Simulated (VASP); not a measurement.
# H2CO2 in VASP: further runs

The runs below take H2CO2 through single point, with PBEsol.

Program: VASP 6.6.1. These are calculated values, not measurements. Logs are shortened: lines on timing, memory, paths and dates and some standing lists are left out, and cuts for length are marked.

### 1 The cell of the first run

The cell holds a disordered packing, 40 atoms: a = 7.683 Å, b = 7.683 Å, c = 7.683 Å, α = 90.00°, β = 90.00°, γ = 90.00°.

### 2 Single point, PBEsol

File INCAR:

```
SYSTEM = H2CO2
  PREC = Accurate
  ENCUT = 520
  EDIFF = 1E-6
  ISMEAR = -1
  SIGMA = 0.05
  LREAL = Auto
  LASPH = .True.
  NELM = 60
  ALGO = Normal
  ISIF = 2
  LWAVE = .False.
  LCHARG = .False.
  GGA = PS
  NBANDS = 98
```

File KPOINTS:

```
regular mesh
0
Gamma
  1 1 1
  0 0 0
```

File POSCAR:

```
H2CO2
1.0
    7.6834750000      0.0000000000      0.0000000000
    0.0000000000      7.6834750000      0.0000000000
    0.0000000000      0.0000000000      7.6834750000
O C H
16 8 16
Direct
    0.8923826784      0.8483791514      0.8806952583
    1.1426860893      0.9541385896      0.7686886467
    0.7581335268      0.8581403597      0.4953097394
    0.7849182824      1.1353326457      0.5750002440
    0.1354335115      0.3848128614      0.0645541243
    0.2649972831      0.6438623149      0.0058176802
    0.2654528062      0.7848792376      0.5381549364
    0.0443809604      0.8774675521      0.3600324072
    0.2339956855      0.4418833926      0.5814686714
    0.0223987193      0.5035742291      0.3833942324
    0.4744467835      0.1810248618      0.2639170427
    0.7427368476      0.2324599221      0.1515069679
    0.6220492681      0.3867260582      0.7118393696
    0.8669644920      0.5418381657      0.7605543065
    0.5293828639      0.8563963571      0.0648664829
    0.7189845740      0.6440054793      0.1326352985
    1.0169226815      0.9690146711      0.8672768506
    0.7082082001      0.9973482051      0.5809090288
    0.2640471922      0.4826852433     -0.0035660948
    0.1844868370      0.8090740192      0.3872206261
    0.0997205041      0.4000143164      0.4749153215
    0.6252249145      0.2650883877      0.2540647298
    0.7066333918      0.5271182635      0.7595000960
    0.6772586623      0.7955384771      0.1291603083
    0.9221478563      0.7361122409      0.8193558253
    1.0016301218      1.0878671434      0.9521863480
    0.8828687540      0.8788731661      0.4493409558
    0.5831085544      0.9779949827      0.6539488968
    0.0495218635      0.4561217418      0.1317893271
    0.3597330635      0.4008602878     -0.0677818305
    0.2001698450      0.8404660652      0.6479750373
    0.2703334103      0.7623894136      0.2847149239
    0.2535181022      0.5695339674      0.5723451954
    0.0611181789      0.2600776341      0.4798089406
    0.4833880503      0.0810440588      0.1826257000
    0.6165569615      0.3830167990      0.3412518424
    0.7027549384      0.2928752941      0.6603912943
    0.6106611917      0.6240405546      0.8031652345
    0.4412586753      0.7641594461      0.0265114418
    0.7653307911      0.9011807808      0.1673852001
```

Potentials or basis: VASP PAW PBE potentials, release 64 (O, C, H).

The run is started by

```bash
> cat potpaw_PBE.64/O/POTCAR potpaw_PBE.64/C/POTCAR potpaw_PBE.64/H/POTCAR > POTCAR
> mpirun -np 1 vasp_gam > vasp.out
```

OUTCAR:

```text
SYSTEM = H2CO2
   PREC = Accurate
   ENCUT = 520
   EDIFF = 1E-6
   ISMEAR = -1
   LREAL = Auto
   LASPH = .True.
   NELM = 60
   ISIF = 2
   GGA = PS

 ion  position               nearest neighbor table
   1  0.892  0.848  0.881-  25 1.01  17 1.34
   2  0.143  0.954  0.769-  17 1.23  31 1.35
   3  0.758  0.858  0.495-  27 1.03  18 1.31
   4  0.785  0.135  0.575-  18 1.21
   5  0.135  0.385  0.065-  29 1.00  19 1.35
   6  0.265  0.644  0.006-  19 1.24
   7  0.265  0.785  0.538-  31 1.07  20 1.33
   8  0.044  0.877  0.360-  20 1.22  27 1.42
   9  0.234  0.442  0.581-  33 0.99  21 1.36
  10  0.022  0.504  0.383-  21 1.22
  11  0.474  0.181  0.264-  35 0.99  22 1.33
  12  0.743  0.232  0.152-  22 1.22
  13  0.622  0.387  0.712-  37 1.03  23 1.31
  14  0.867  0.542  0.761-  23 1.24
  15  0.529  0.856  0.065-  39 1.02  24 1.32
  16  0.719  0.644  0.133-  24 1.21
  17  0.017  0.969  0.867-  26 1.13   2 1.23   1 1.34
  18  0.708  0.997  0.581-  28 1.12   4 1.21   3 1.31
  19  0.264  0.483  0.996-  30 1.09   6 1.24   5 1.35
  20  0.184  0.809  0.387-  32 1.09   8 1.22   7 1.33
  21  0.100  0.400  0.475-  34 1.12  10 1.22   9 1.36
  22  0.625  0.265  0.254-  36 1.13  12 1.22  11 1.33
  23  0.707  0.527  0.760-  38 1.10  14 1.24  13 1.31
  24  0.677  0.796  0.129-  40 1.10  16 1.21  15 1.32
  25  0.922  0.736  0.819-   1 1.01
  26  0.002  0.088  0.952-  17 1.13
  27  0.883  0.879  0.449-   3 1.03   8 1.42
  28  0.583  0.978  0.654-  18 1.12
  29  0.050  0.456  0.132-   5 1.00
  30  0.360  0.401  0.932-  19 1.09
  31  0.200  0.840  0.648-   7 1.07   2 1.35
  32  0.270  0.762  0.285-  20 1.09
  33  0.254  0.570  0.572-   9 0.99
  34  0.061  0.260  0.480-  21 1.12
  35  0.483  0.081  0.183-  11 0.99
  36  0.617  0.383  0.341-  22 1.13
  37  0.703  0.293  0.660-  13 1.03
  38  0.611  0.624  0.803-  23 1.10
  39  0.441  0.764  0.027-  15 1.02
  40  0.765  0.901  0.167-  24 1.10

  LATTYP: Found a simple cubic cell.
 ALAT       =     7.6834750000

  Lattice vectors:

 A1 = (   7.6834750000,   0.0000000000,   0.0000000000)
 A2 = (   0.0000000000,   7.6834750000,   0.0000000000)
 A3 = (   0.0000000000,   0.0000000000,   7.6834750000)

Analysis of symmetry for initial positions (statically):
=====================================================================
 Subroutine PRICEL returns:
 Original cell was already a primitive cell.

 Routine SETGRP: Setting up the symmetry group for a
 simple cubic supercell.

 Subroutine GETGRP returns: Found  1 space group operations
 (whereof  1 operations were pure point group operations)
 out of a pool of 48 trial point group operations.

The static configuration has the point symmetry C_1 .

Analysis of symmetry for dynamics (positions and initial velocities):
=====================================================================
 Subroutine PRICEL returns:
 Original cell was already a primitive cell.

 Routine SETGRP: Setting up the symmetry group for a
 simple cubic supercell.

 Subroutine GETGRP returns: Found  1 space group operations
 (whereof  1 operations were pure point group operations)
 out of a pool of 48 trial point group operations.

The dynamic configuration has the point symmetry C_1 .

 Subroutine INISYM returns: Found  1 space group operations
 (whereof  1 operations are pure point group operations),
 and found     1 'primitive' translations

----------------------------------------------------------------------------------------

                                     Primitive cell

  volume of cell :     453.6000

  direct lattice vectors                    reciprocal lattice vectors
     7.683475000  0.000000000  0.000000000     0.130149444  0.000000000  0.000000000
     0.000000000  7.683475000  0.000000000     0.000000000  0.130149444  0.000000000
     0.000000000  0.000000000  7.683475000     0.000000000  0.000000000  0.130149444

  length of vectors
     7.683475000  7.683475000  7.683475000     0.130149444  0.130149444  0.130149444

  position of ions in fractional coordinates (direct lattice)
     0.892382678  0.848379151  0.880695258
     0.142686089  0.954138590  0.768688647
     0.758133527  0.858140360  0.495309739
     0.784918282  0.135332646  0.575000244
     0.135433511  0.384812861  0.064554124
     0.264997283  0.643862315  0.005817680
[... 32 lines left out ...]
     0.441258675  0.764159446  0.026511442
     0.765330791  0.901180781  0.167385200

  ion indices of the primitive-cell ions
   primitive index   ion index
                 1           1
                 2           2
                 3           3
                 4           4
                 5           5
                 6           6
[... 32 lines left out ...]
                39          39
                40          40

----------------------------------------------------------------------------------------

 KPOINTS: regular mesh

Automatic generation of k-mesh.
 Grid dimensions read from file:
 generate k-points for:    1    1    1

 Generating k-lattice:

  Cartesian coordinates                     Fractional coordinates (reciprocal lattice)
     0.130149444  0.000000000  0.000000000     1.000000000  0.000000000  0.000000000
     0.000000000  0.130149444  0.000000000     0.000000000  1.000000000  0.000000000
     0.000000000  0.000000000  0.130149444     0.000000000  0.000000000  1.000000000

  Length of vectors
     0.130149444  0.130149444  0.130149444

  Shift w.r.t. Gamma in fractional coordinates (k-lattice)
     0.000000000  0.000000000  0.000000000

 Subroutine IBZKPT returns following result:
 ===========================================

 Found      1 irreducible k-points:

 Following reciprocal coordinates:
            Coordinates               Weight
  0.000000  0.000000  0.000000      1.000000
   k-points           NKPTS =      1   k-points in BZ     NKDIM =      1   number of bands    NBANDS=     98
   number of dos      NEDOS =    301   number of ions     NIONS =     40
   total plane-waves  NPLWV = 216000
   dimension x,y,z NGX =    60 NGY =   60 NGZ =   60
   dimension x,y,z NGXF=   120 NGYF=  120 NGZF=  120
   ions per type =              16   8  16
   NGX,Y,Z   is equivalent  to a cutoff of  12.98, 12.98, 12.98 a.u.
   NGXF,Y,Z  is equivalent  to a cutoff of  25.96, 25.96, 25.96 a.u.
 SYSTEM =  H2CO2
   PREC   = accura    normal or accurate (medium, high low for compatibility)
   ISTART =      0    job   : 0-new  1-cont  2-samecut
   ICHARG =      2    charge: 1-file 2-atom 10-const
   ISPIN  =      1    spin polarized calculation?
   LNONCOLLINEAR =      F non collinear calculations
   LSORBIT =      F    spin-orbit coupling
   LASPH  =      T    aspherical Exc in radial PAW
   ENCUT  =  520.0 eV  38.22 Ry    6.18 a.u.  14.29 14.29 14.29*2*pi/ulx,y,z
   NELM   =     60;   NELMIN=  2; NELMDL= -5     # of ELM steps
   EDIFF  = 0.1E-05   stopping-criterion for ELM
   LREAL  =      T    real-space projection
   EDIFFG = 0.1E-04   stopping-criterion for IOM
   NSW    =      0    number of steps for IOM
   IBRION =     -1    ionic relax: 0-MD 1-quasi-New 2-CG
   NFREE  =      0    steps in history (QN), initial steepest desc. (CG)
   ISIF   =      2    stress and relaxation
   ISYM   =      2    0-nonsym 1-usesym 2-fastsym
   POTIM  = 0.5000    time-step for ionic-motion
   TEBEG  =    0.0;   TEEND  =   0.0 temperature during run
   PSTRESS=    0.0 pullay stress
   NELECT =     144.0000    total number of electrons
   NUPDOWN=      -1.0000    fix difference up-down
   EMIN   =  10.00;   EMAX   =-10.00  energy-range for DOS
   EFERMI =   0.00;   METHOD = LEGACY
   ISMEAR =    -1;   SIGMA  =   0.05  broadening in eV -4-tet -1-fermi 0-gaus
   EFERMI_NEDOS =   21; number of points for ismear=-14 and -15
   IALGO  =     38    algorithm
   IMIX   =      4    mixing-type and parameters
     AMIX     =   0.40;   BMIX     =  1.00
     AMIX_MAG =   1.60;   BMIX_MAG =  1.00
  volume/ion in A,a.u.               =      11.34        76.53
  Fermi-wavevector in a.u.,A,eV,Ry     =   1.116789  2.110426 16.969441  1.247219
  Thomas-Fermi vector in A             =   2.253407
   LORBIT       =      0    0 simple, 1 ext, 2 COOP (PROOUT), +10 PAW based schemes
   GGA     = PS    functional components
   LHFCALC =     F    Hartree Fock is set to
   AEXX    =    0.0000 exact exchange contribution
   IVDW    =     0    specifies the selected vdW correction
   LEPSILON=     F    determine dielectric tensor
   LRPA    =     F    only Hartree local field effects (RPA)
 non-spin polarized calculation
  energy-cutoff  :      520.00
  volume of cell :      453.60
 maximum number of plane-waves:      6099
 NGX is ok and might be reduce to    60
   NGX = 29   NGY = 29   NGZ = 29

 number of electron     144.0000019 magnetization

 Free energy of the ion-electron system (eV)
  ---------------------------------------------------
  ext. energy  EPLUGINS =         0.00000000
  ---------------------------------------------------
  free energy    TOTEN  =      -247.56750020 eV

  energy without entropy =     -247.56750020  energy(sigma->0) =     -247.56750020

 E-fermi :  -0.7480     XC(G=0):  -7.5267

 val. band max:       -1.9443574974   @ k =   0.0000   0.0000   0.0000
 cond. band min:       2.0205119516   @ k =   0.0000   0.0000   0.0000
 fundamental gap:      3.9648694490
 Fermi energy:        -0.7480066216

 k-point     1 :       0.0000    0.0000    0.0000
  band No.  band energies     occupation
      1     -24.1804      2.00000
      2     -23.9697      2.00000
      3     -23.7889      2.00000
      4     -23.7604      2.00000
      5     -23.5287      2.00000
      6     -23.4758      2.00000
[... 76 lines left out ...]
     83       5.1274      0.00000
     84       5.7258      0.00000
 [bands above 84 left out]

------------------------ aborting loop because EDIFF is reached ----------------------------------------

  FORCE on cell =-STRESS in cart. coord.  units (eV):
  Direction    XX          YY          ZZ          XY          YZ          ZX
  --------------------------------------------------------------------------------------
  -------------------------------------------------------------------------------------
  Total       -0.6096472      3.9652876      2.0126100     -2.4782211     -0.2148352     -1.2172252
  in kB       -2.1533574     14.0059387      7.1088140     -8.7534164     -0.7588275     -4.2994061
  external PRESSURE =       6.3204651 kB  Pullay stress =       0.0000000 kB

 VOLUME and BASIS-vectors are now :
 -----------------------------------------------------------------------------
  energy-cutoff  :      520.00
  volume of cell :      453.60
      direct lattice vectors                 reciprocal lattice vectors
     7.683475000  0.000000000  0.000000000     0.130149444  0.000000000  0.000000000
     0.000000000  7.683475000  0.000000000     0.000000000  0.130149444  0.000000000
     0.000000000  0.000000000  7.683475000     0.000000000  0.000000000  0.130149444

 POSITION                                       TOTAL-FORCE (eV/Angst)
 -----------------------------------------------------------------------------------
      6.85660      6.51850      6.76680         1.092735      2.056693      0.380337
      1.09632      7.33110      5.90620         0.237477      0.613890      0.590291
      5.82510      6.59350      3.80570        -0.637156      0.218521      0.914789
      6.03090      1.03982      4.41800         0.959220      1.567820      0.185136
      1.04060      2.95670      0.49600         0.941162      0.601685     -0.610335
      2.03610      4.94710      0.04470         0.480122     -0.584221     -0.123179
[... 32 lines left out ...]
      3.39040      5.87140      0.20370         0.187699     -0.037036      0.199927
      5.88040      6.92420      1.28610        -0.053970      0.364455      0.254884
 -----------------------------------------------------------------------------------
    total drift:                               -0.000073     -0.012017      0.016546

  FREE ENERGIE OF THE ION-ELECTRON SYSTEM (eV)
  ---------------------------------------------------
  free  energy   TOTEN  =      -247.5675002001 eV

  energy  without entropy=     -247.5675002000  energy(sigma->0) =     -247.56750020
```

Run time: 86 s. Hardware: 1 thread of Intel Xeon Platinum 8488C (Sapphire Rapids), shared host; peak memory 0.48 GiB.

What came out:

```
Free energy            : -247.5675 eV
Pressure               : 0.6 GPa
Largest force          : 2.360 eV/Å
Band gap on the k mesh : 3.96 eV
```

Forces in eV/Å, atoms in the order of the input:
```
O    1.093  2.057  0.380
O    0.237  0.614  0.590
O   -0.637  0.219  0.915
O    0.959  1.568  0.185
O    0.941  0.602 -0.610
O    0.480 -0.584 -0.123
O   -0.339 -0.120  0.017
O   -0.180  0.617 -0.194
O   -0.906 -0.966 -0.468
O    0.045  0.436 -0.447
O   -0.213 -0.629  0.017
O   -0.328 -0.164  0.586
O    0.008  0.330 -0.036
O   -0.313  0.307 -0.120
O   -1.099  0.704 -0.149
O   -0.168 -0.978  0.223
C   -0.882 -0.710  0.169
C   -1.357 -1.741 -0.241
C   -2.057  0.161  0.979
C    1.065 -0.343  0.486
C    0.587 -0.323  0.890
C    0.374  1.457 -0.455
C    0.238 -0.770  0.067
C    0.637 -0.087 -0.262
H   -0.362 -0.860 -0.308
H   -0.208 -0.581 -0.367
H    0.197 -0.178 -0.309
H    0.362  0.063 -0.178
H    0.079 -0.057  0.029
H    0.555 -0.202 -0.330
H   -0.107  0.152 -0.370
H    0.041 -0.121 -0.763
H    0.136  0.253 -0.120
H    0.369  0.151  0.164
H   -0.153 -0.349 -0.214
H    0.484 -0.482 -0.228
H    0.058 -0.338  0.054
H    0.228  0.567  0.089
H    0.188 -0.037  0.200
H   -0.054  0.364  0.255
```

Stress tensor (GPa, compression positive):
```
-0.22 -0.88 -0.43
-0.88  1.40 -0.08
-0.43 -0.08  0.71
```

Caveat: the k points lie up to 0.82 Å⁻¹ apart; the PAW data sets were made with another functional, which shifts forces and pressure a little.

(Part 1 of 3 ends here.)
